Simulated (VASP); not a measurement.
A run of VASP 6.6.1 is set up as follows.

INCAR

```
PREC = Accurate
ENCUT = 520
EDIFF = 1E-6
ISMEAR = -1
SIGMA = 0.1
LREAL = F
LASPH = T
NELM = 100
ALGO = Normal
ISIF = 2
LWAVE = F
LCHARG = F
GGA = PS
NBANDS = 14
```

Contents of KPOINTS:

```
Automatic mesh
0
Gamma
  15 15 15
```

Contents of POSCAR:

```
HfH3
1.0
    3.0585960526      0.0000000000      0.0000000000
    0.0000000000      3.0585960526      0.0000000000
    0.0000000000      0.0000000000      3.0585960526
Hf H
1 3
Direct
    0.0000000000      0.0000000000      0.0000000000
    0.0000000000      0.5000000000      0.5000000000
    0.5000000000      0.0000000000      0.5000000000
    0.5000000000      0.5000000000      0.0000000000
```

Potentials or basis: VASP PAW PBE potentials, release 64 (Hf_pv, H).

Command:

```bash
$ cat potpaw_PBE.64/Hf_pv/POTCAR potpaw_PBE.64/H/POTCAR > POTCAR
$ mpirun -np 1 vasp_std > vasp.out
```

Problem. Estimate the pressure.

Solution. -0.8 GPa.

Problem. Estimate the band gap on the k mesh.

Solution. Zero (an odd number of electrons rules out a gap without spin polarisation).

Caveat: the PAW data sets were made with another functional, which shifts forces and pressure a little; spin-orbit coupling is left out, which moves the levels of the heavy elements.
